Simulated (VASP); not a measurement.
# SnO2 (Pnnm) in VASP: single point with r2SCAN

Aim: the single point of SnO2 with r2SCAN.

Everything below comes from runs of VASP 6.6.1. Logs are shortened: lines on timing, memory, paths and dates and some standing lists are left out, and cuts for length are marked.

### 1 The cell of the first run

The structure is orthorhombic, space group Pnnm (No. 58). Conventional cell: a = 4.757 Å, b = 4.758 Å, c = 3.200 Å, α = 90.00°, β = 90.00°, γ = 90.00°. Within 2.7 Å of Sn (site symmetry 2/m) lie 6 O at 2.06 to 2.07 Å. O (site symmetry m) has 3 Sn at 2.06 to 2.07 Å and 1 O at 2.62 Å within 2.7 Å.

### 2 Single point, r2SCAN

Contents of POSCAR:

```
SnO2
1.0
    4.7573181981      0.0000000000      0.0000000000
    0.0000000000      4.7582331386      0.0000000000
    0.0000000000      0.0000000000      3.1997013271
Sn O
2 4
Direct
    0.5000000000      0.5000000000      0.5000000000
    0.0000000000      0.0000000000      0.0000000000
    0.3045801168      0.3065745351      0.0000000000
    0.8045801168      0.1934254649      0.5000000000
    0.1954198832      0.8065745351      0.5000000000
    0.6954198832      0.6934254649      0.0000000000
```

Contents of INCAR.step1:

```
PREC = Accurate ; ENCUT = 520
ISMEAR = 0 ; SIGMA = 0.1
LREAL = False ; LASPH = True
NELM = 100 ; NBANDS = 35
GGA = PE ; ALGO = Normal
EDIFF = 1E-4 ; LWAVE = True
LCHARG = False
```

Contents of INCAR.step2:

```
PREC = Accurate ; ENCUT = 520
EDIFF = 1E-6 ; ISMEAR = 0
SIGMA = 0.1 ; LREAL = False
LASPH = True ; NELM = 100
ALGO = Normal ; ISIF = 2
LWAVE = False ; LCHARG = False
METAGGA = R2SCAN ; LMIXTAU = True
NBANDS = 35 ; ISTART = 1
```

Contents of KPOINTS:

```
regular mesh
0
Gamma
  4 4 6
```

Potentials or basis: VASP PAW PBE potentials, release 64 (Sn_d, O).

Started as:

```sh
$ cat potpaw_PBE.64/Sn_d/POTCAR potpaw_PBE.64/O/POTCAR > POTCAR
$ cp INCAR.step1 INCAR
$ mpirun -np 1 vasp_std > vasp.out
$ cp INCAR.step2 INCAR
$ mpirun -np 1 vasp_std > vasp.out
```

OUTCAR:

```text
PREC = Accurate
   ENCUT = 520
   EDIFF = 1E-6
   ISMEAR = 0
   LREAL = False
   LASPH = True
   NELM = 100
   ISIF = 2
   METAGGA = R2SCAN
   ISTART = 1

 ion  position               nearest neighbor table
   1  0.500  0.500  0.500-   4 2.06   5 2.06   3 2.07   6 2.07   3 2.07   6 2.07   2 3.73   2 3.73
                             2 3.73   2 3.73   2 3.73   2 3.73   2 3.73   2 3.73
   2  0.000  0.000  0.000-   3 2.06   6 2.06   5 2.07   4 2.07   4 2.07   5 2.07   1 3.73   1 3.73
                             1 3.73   1 3.73   1 3.73   1 3.73   1 3.73   1 3.73
   3  0.305  0.307  0.000-   2 2.06   1 2.07   1 2.07
   4  0.805  0.193  0.500-   1 2.06   2 2.07   2 2.07
   5  0.195  0.807  0.500-   1 2.06   2 2.07   2 2.07
   6  0.695  0.693  0.000-   2 2.06   1 2.07   1 2.07

  LATTYP: Found a simple orthorhombic cell.
 ALAT       =     3.1997013271
 B/A-ratio  =     1.4868007079
 C/A-ratio  =     1.4870866535

  Lattice vectors:

 A1 = (   0.0000000000,   0.0000000000,   3.1997013271)
 A2 = (   4.7573181981,   0.0000000000,   0.0000000000)
 A3 = (   0.0000000000,   4.7582331386,   0.0000000000)

Analysis of symmetry for initial positions (statically):
=====================================================================
 Subroutine PRICEL returns:
 Original cell was already a primitive cell.

 Routine SETGRP: Setting up the symmetry group for a
 simple orthorhombic supercell.

 Subroutine GETGRP returns: Found  8 space group operations
 (whereof  4 operations were pure point group operations)
 out of a pool of  8 trial point group operations.

The static configuration has the point symmetry C_2h.
 The point group associated with its full space group is D_2h.

Analysis of symmetry for dynamics (positions and initial velocities):
=====================================================================
 Subroutine PRICEL returns:
 Original cell was already a primitive cell.

 Routine SETGRP: Setting up the symmetry group for a
 simple orthorhombic supercell.

 Subroutine GETGRP returns: Found  8 space group operations
 (whereof  4 operations were pure point group operations)
 out of a pool of  8 trial point group operations.

The dynamic configuration has the point symmetry C_2h.
 The point group associated with its full space group is D_2h.

 Subroutine INISYM returns: Found  8 space group operations
 (whereof  4 operations are pure point group operations),
 and found     1 'primitive' translations

----------------------------------------------------------------------------------------

                                     Primitive cell

  volume of cell :      72.4298

  direct lattice vectors                    reciprocal lattice vectors
     4.757318198  0.000000000  0.000000000     0.210202462  0.000000000  0.000000000
     0.000000000  4.758233139  0.000000000     0.000000000  0.210162044  0.000000000
     0.000000000  0.000000000  3.199701327     0.000000000  0.000000000  0.312529170

  length of vectors
     4.757318198  4.758233139  3.199701327     0.210202462  0.210162044  0.312529170

  position of ions in fractional coordinates (direct lattice)
     0.500000000  0.500000000  0.500000000
     0.000000000  0.000000000  0.000000000
     0.304580117  0.306574535  0.000000000
     0.804580117  0.193425465  0.500000000
     0.195419883  0.806574535  0.500000000
     0.695419883  0.693425465  0.000000000

  ion indices of the primitive-cell ions
   primitive index   ion index
                 1           1
                 2           2
                 3           3
                 4           4
                 5           5
                 6           6

----------------------------------------------------------------------------------------

 KPOINTS: regular mesh

Automatic generation of k-mesh.
 Grid dimensions read from file:
 generate k-points for:    4    4    6

 Generating k-lattice:

  Cartesian coordinates                     Fractional coordinates (reciprocal lattice)
     0.052550616  0.000000000  0.000000000     0.250000000  0.000000000  0.000000000
     0.000000000  0.052540511  0.000000000     0.000000000  0.250000000  0.000000000
     0.000000000  0.000000000  0.052088195     0.000000000  0.000000000  0.166666667

  Length of vectors
     0.052550616  0.052540511  0.052088195

  Shift w.r.t. Gamma in fractional coordinates (k-lattice)
     0.000000000  0.000000000  0.000000000

 Subroutine IBZKPT returns following result:
 ===========================================

 Found     36 irreducible k-points:

 Following reciprocal coordinates:
            Coordinates               Weight
  0.000000  0.000000  0.000000      1.000000
  0.250000  0.000000  0.000000      2.000000
  0.500000  0.000000  0.000000      1.000000
  0.000000  0.250000  0.000000      2.000000
  0.250000  0.250000  0.000000      4.000000
  0.500000  0.250000  0.000000      2.000000
[... 16 lines left out ...]
  0.250000  0.250000  0.333333      8.000000
  0.500000  0.250000  0.333333      4.000000
 [... further k-points ...]
   k-points           NKPTS =     36   k-points in BZ     NKDIM =     36   number of bands    NBANDS=     35
   number of dos      NEDOS =    301   number of ions     NIONS =      6
   total plane-waves  NPLWV =  31104
   dimension x,y,z NGX =    36 NGY =   36 NGZ =   24
   dimension x,y,z NGXF=    72 NGYF=   72 NGZF=   48
   ions per type =               2   4
   NGX,Y,Z   is equivalent  to a cutoff of  12.58, 12.58, 12.47 a.u.
   NGXF,Y,Z  is equivalent  to a cutoff of  25.16, 25.16, 24.94 a.u.
 SYSTEM =  unknown system
   PREC   = accura    normal or accurate (medium, high low for compatibility)
   ISTART =      1    job   : 0-new  1-cont  2-samecut
   ICHARG =      0    charge: 1-file 2-atom 10-const
   ISPIN  =      1    spin polarized calculation?
   LNONCOLLINEAR =      F non collinear calculations
   LSORBIT =      F    spin-orbit coupling
   LASPH  =      T    aspherical Exc in radial PAW
   ENCUT  =  520.0 eV  38.22 Ry    6.18 a.u.   8.85  8.85  5.95*2*pi/ulx,y,z
   NELM   =    100;   NELMIN=  2; NELMDL=  0     # of ELM steps
   EDIFF  = 0.1E-05   stopping-criterion for ELM
   LREAL  =      F    real-space projection
   EDIFFG = 0.1E-04   stopping-criterion for IOM
   NSW    =      0    number of steps for IOM
   IBRION =     -1    ionic relax: 0-MD 1-quasi-New 2-CG
   NFREE  =      0    steps in history (QN), initial steepest desc. (CG)
   ISIF   =      2    stress and relaxation
   ISYM   =      2    0-nonsym 1-usesym 2-fastsym
   POTIM  = 0.5000    time-step for ionic-motion
   TEBEG  =    0.0;   TEEND  =   0.0 temperature during run
   PSTRESS=    0.0 pullay stress
   NELECT =      52.0000    total number of electrons
   NUPDOWN=      -1.0000    fix difference up-down
   EMIN   =  10.00;   EMAX   =-10.00  energy-range for DOS
   EFERMI =   0.00;   METHOD = LEGACY
   ISMEAR =     0;   SIGMA  =   0.10  broadening in eV -4-tet -1-fermi 0-gaus
   EFERMI_NEDOS =   21; number of points for ismear=-14 and -15
   IALGO  =     38    algorithm
   IMIX   =      4    mixing-type and parameters
     AMIX     =   0.40;   BMIX     =  1.00
     AMIX_MAG =   1.60;   BMIX_MAG =  1.00
  volume/ion in A,a.u.               =      12.07        81.46
  Fermi-wavevector in a.u.,A,eV,Ry     =   1.465897  2.770144 29.236939  2.148854
  Thomas-Fermi vector in A             =   2.581699
   LORBIT       =      0    0 simple, 1 ext, 2 COOP (PROOUT), +10 PAW based schemes
   METAGGA = R2SCAN    functional components
   LHFCALC =     F    Hartree Fock is set to
   AEXX    =    0.0000 exact exchange contribution
   IVDW    =     0    specifies the selected vdW correction
   LEPSILON=     F    determine dielectric tensor
   LRPA    =     F    only Hartree local field effects (RPA)
 non-spin polarized calculation
 Gauss-broadening in eV      SIGMA  =   0.10
  energy-cutoff  :      520.00
  volume of cell :       72.43
 maximum number of plane-waves:      1992
 NGX is ok and might be reduce to    36
   NGX = 17   NGY = 17   NGZ = 11

 number of electron      52.0000003 magnetization

 Free energy of the ion-electron system (eV)
  ---------------------------------------------------
  ext. energy  EPLUGINS =         0.00000000
  ---------------------------------------------------
  free energy    TOTEN  =       -84.62798760 eV

  energy without entropy =      -84.62798760  energy(sigma->0) =      -84.62798760

 E-fermi :   6.0084     XC(G=0): -11.9771

 val. band max:        5.5732116020   @ k =   0.0000   0.0000   0.0000
 cond. band min:       7.3749143686   @ k =   0.0000   0.0000   0.0000
 fundamental gap:      1.8017027666
 Fermi energy:         6.0084367093

 k-point     1 :       0.0000    0.0000    0.0000
  band No.  band energies     occupation
      1     -16.1688      2.00000
      2     -15.2464      2.00000
      3     -14.9500      2.00000
      4     -14.9497      2.00000
      5     -14.9286      2.00000
      6     -14.8948      2.00000
[... 27 lines left out ...]
     34      18.7226      0.00000
     35      19.0128      0.00000

 k-point     2 :       0.2500    0.0000    0.0000
  band No.  band energies     occupation
      1     -16.0629      2.00000
      2     -15.3928      2.00000
      3     -14.9527      2.00000
      4     -14.9467      2.00000
      5     -14.9463      2.00000
      6     -14.9331      2.00000
[... 27 lines left out ...]
     34      18.6418      0.00000
     35      18.9587      0.00000

 k-point     3 :       0.5000    0.0000    0.0000
  band No.  band energies     occupation
      1     -15.7658      2.00000
      2     -15.7658      2.00000
      3     -14.9482      2.00000
      4     -14.9482      2.00000
      5     -14.9431      2.00000
      6     -14.9431      2.00000
[... 27 lines left out ...]
     34      18.8010      0.00000
     35      19.1421      0.00000
[... 723 lines left out ...]
 k-point    23 :       0.2500    0.2500    0.3333
  band No.  band energies     occupation
      1     -15.9565      2.00000
      2     -15.7055      2.00000
      3     -15.5129      2.00000
      4     -14.9962      2.00000
      5     -14.7842      2.00000
      6     -14.7548      2.00000
[... 27 lines left out ...]
     34      18.6337      0.00000
     35      19.0258      0.00000

 k-point    24 :       0.5000    0.2500    0.3333
  band No.  band energies     occupation
      1     -15.8701      2.00000
      2     -15.8701      2.00000
      3     -15.2564      2.00000
      4     -15.2564      2.00000
      5     -14.7713      2.00000
      6     -14.7713      2.00000
[... 27 lines left out ...]
     34      18.1674      0.00000
     35      19.1025      0.00000

 [... further k-points ...]

------------------------ aborting loop because EDIFF is reached ----------------------------------------

  FORCE on cell =-STRESS in cart. coord.  units (eV):
  Direction    XX          YY          ZZ          XY          YZ          ZX
  --------------------------------------------------------------------------------------
  -------------------------------------------------------------------------------------
  Total        0.4929768      0.5286380      0.7112987      0.0000000      0.0000000      0.0000000
  in kB       10.9048500     11.6936906     15.7342217      0.0000000      0.0000000      0.0000000
  external PRESSURE =      12.7775875 kB  Pullay stress =       0.0000000 kB

 VOLUME and BASIS-vectors are now :
 -----------------------------------------------------------------------------
  energy-cutoff  :      520.00
  volume of cell :       72.43
      direct lattice vectors                 reciprocal lattice vectors
     4.757318198  0.000000000  0.000000000     0.210202462  0.000000000  0.000000000
     0.000000000  4.758233139  0.000000000     0.000000000  0.210162044  0.000000000
     0.000000000  0.000000000  3.199701327     0.000000000  0.000000000  0.312529170

 POSITION                                       TOTAL-FORCE (eV/Angst)
 -----------------------------------------------------------------------------------
      2.37866      2.37912      1.59985         0.000000      0.000000      0.000000
      0.00000      0.00000      0.00000         0.000000      0.000000      0.000000
      1.44898      1.45875      0.00000         0.018577      0.011733     -0.000000
      3.82764      0.92036      1.59985         0.018577     -0.011733     -0.000000
      0.92967      3.83787      1.59985        -0.018577      0.011733      0.000000
      3.30833      3.29948      0.00000        -0.018577     -0.011733      0.000000
 -----------------------------------------------------------------------------------
    total drift:                               -0.000000      0.000000     -0.000000

  FREE ENERGIE OF THE ION-ELECTRON SYSTEM (eV)
  ---------------------------------------------------
  free  energy   TOTEN  =       -84.6279876010 eV

  energy  without entropy=      -84.6279876010  energy(sigma->0) =      -84.62798760
```

Run time: 6.6 min. Hardware: 1 thread of Intel Xeon 8259CL, shared host; peak memory 0.22 GiB.

Results:

| Property | Result |
| --- | --- |
| Free energy | -84.6280 eV |
| Pressure | 1.3 GPa |
| Largest force | 0.022 eV/Å |
| Band gap on the k mesh | 1.80 eV |

Forces in eV/Å, atoms in the order of the input:
```
Sn   0.000  0.000  0.000
Sn   0.000  0.000  0.000
O    0.019  0.012  0.000
O    0.019 -0.012  0.000
O   -0.019  0.012  0.000
O   -0.019 -0.012  0.000
```

Stress tensor (GPa, compression positive):
```
1.09 0.00 0.00
0.00 1.17 0.00
0.00 0.00 1.57
```

Levels at points of the mesh, in eV from the valence-band top:
```
           k point  band 22  band 23  band 24  band 25  band 26  band 27  band 28  band 29  band 30  band 31
(0.00, 0.00, 0.00)    -1.22    -1.22    -0.78    -0.78     0.00     1.80     6.84     7.05     7.06    11.10
(0.50, 0.00, 0.00)    -1.97    -1.17    -1.17    -0.62    -0.62     5.01     5.01     7.80     7.80    11.92
(0.00, 0.50, 0.00)    -1.99    -1.17    -1.17    -0.63    -0.63     5.02     5.02     7.84     7.84    11.91
(0.50, 0.50, 0.00)    -1.97    -1.30    -1.30    -0.92    -0.92     5.46     5.46     8.23     8.23    11.95
(0.00, 0.00, 0.50)    -2.60    -1.67    -1.67    -1.27    -1.27     6.88     6.88    10.53    10.53    11.56
(0.50, 0.00, 0.50)    -1.74    -1.11    -1.11    -0.69    -0.69     7.16     7.16     8.87     8.87    11.92
(0.00, 0.50, 0.50)    -1.72    -1.12    -1.12    -0.68    -0.68     7.15     7.15     8.85     8.85    11.96
(0.50, 0.50, 0.50)    -2.34    -0.95    -0.95    -0.85    -0.85     5.52     5.52     9.67     9.67    11.92
```

Caveat: the PAW data sets were made with another functional, which shifts forces and pressure a little; spin-orbit coupling is left out, which moves the levels of the heavy elements.
